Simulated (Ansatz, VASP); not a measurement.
# Cs8HCl8 in VASP and in Ansatz

File INCAR:

```
SYSTEM = Cs8HCl8
  PREC = Accurate
  ENCUT = 450
  EDIFF = 1E-7
  ISMEAR = -1
  SIGMA = 0.05
  LREAL = .False.
  LASPH = .True.
  NELM = 200
  ALGO = Normal
  ISIF = 2
  LWAVE = .False.
  LCHARG = .False.
  ISPIN = 2
  MAGMOM = 0 0 0 0 0 0 0 0 0 0 0 0 0 0 0 0 1
  LORBIT = 11
  GGA = PE
  IVDW = 12
  IBRION = 2
  NSW = 45
  EDIFFG = -0.08
  GGA_COMPAT = .False.
  NELMIN = 4
```

The input KPOINTS:

```
Automatic mesh
0
Gamma
  1 1 1
  0 0 0
```

The input POSCAR:

```
Cs8HCl8
1.0
    8.2873970000      0.0000000000      0.0000000000
    0.0000000000      8.2873970000      0.0000000000
    0.0000000000      0.0000000000      8.2873970000
Cs Cl H
8 8 1
Direct
    0.0000000000      0.0000000000      0.0000000000
    0.0000000000      0.0000000000      0.5000000000
    0.0000000000      0.5000000000      0.0000000000
    0.0000000000      0.5000000000      0.5000000000
    0.5000000000      0.0000000000      0.0000000000
    0.5000000000      0.0000000000      0.5000000000
    0.5000000000      0.5000000000      0.0000000000
    0.5000000000      0.5000000000      0.5000000000
    0.2500000000      0.2500000000      0.2500000000
    0.2500000000      0.2500000000      0.7500000000
    0.2500000000      0.7500000000      0.2500000000
    0.2500000000      0.7500000000      0.7500000000
    0.7500000000      0.2500000000      0.2500000000
    0.7500000000      0.2500000000      0.7500000000
    0.7500000000      0.7500000000      0.2500000000
    0.7500000000      0.7500000000      0.7500000000
    0.3685908000      0.7474907000      0.4949803000
```

Input for Ansatz:

```yaml
crystal:
  lattice:
    - [8.287397, 0.0, 0.0]
    - [0.0, 8.287397, 0.0]
    - [0.0, 0.0, 8.287397]
  atoms:
    - { symbol: Cs, position: [0.0, 0.0, 0.0] }
    - { symbol: Cl, position: [0.25, 0.25, 0.25] }
    - { symbol: Cs, position: [0.0, 0.0, 0.5] }
    - { symbol: Cl, position: [0.25, 0.25, 0.75] }
    - { symbol: Cs, position: [0.0, 0.5, 0.0] }
    - { symbol: Cl, position: [0.25, 0.75, 0.25] }
    - { symbol: Cs, position: [0.0, 0.5, 0.5] }
    - { symbol: Cl, position: [0.25, 0.75, 0.75] }
    - { symbol: Cs, position: [0.5, 0.0, 0.0] }
    - { symbol: Cl, position: [0.75, 0.25, 0.25] }
    - { symbol: Cs, position: [0.5, 0.0, 0.5] }
    - { symbol: Cl, position: [0.75, 0.25, 0.75] }
    - { symbol: Cs, position: [0.5, 0.5, 0.0] }
    - { symbol: Cl, position: [0.75, 0.75, 0.25] }
    - { symbol: Cs, position: [0.5, 0.5, 0.5] }
    - { symbol: Cl, position: [0.75, 0.75, 0.75] }
    - { symbol: H, position: [0.3685908, 0.7474907, 0.4949803], spin: 1.0 }
magnetization:
  spin_polarized: true
basis:
  ecutwfc: 420.0
kpoints:
  mp_grid: { grid: [1, 1, 1] }
hamiltonian:
  xc: pbe
  dispersion: d3bj
scf:
  occupations: { method: fermi_dirac, width: 0.05 }
  lower_state_search: "off"
relax:
  f_tol: 0.08
  max_steps: 25
  adjacent_minimum: "off"
```

Alike in both runs: task relaxation of the atoms; functional PBE; dispersion D3(BJ); k mesh 1 × 1 × 1; occupations fermi-dirac, width 0.05 eV; collinear spin.

|  | VASP | Ansatz |
| --- | --- | --- |
| version | VASP 6.6.1 | Ansatz 0.2.0 |
| potentials or method | VASP PAW PBE potentials, release 64 (Cs_sv, Cl, H), cutoff 450 eV | scalar-relativistic, plane waves, PAW |
| valence electrons in the cell | 129 | 129 |

```tsv
	VASP	Ansatz	Ansatz less VASP
net moment per atom (μB)	0.06	0.06	0.000
size of the moment on the site where the two differ most (μB)	0.29	0.44	+0.150
```

Site moments also hang on the region over which each program counts them.

Neither program's run includes spin-orbit coupling.
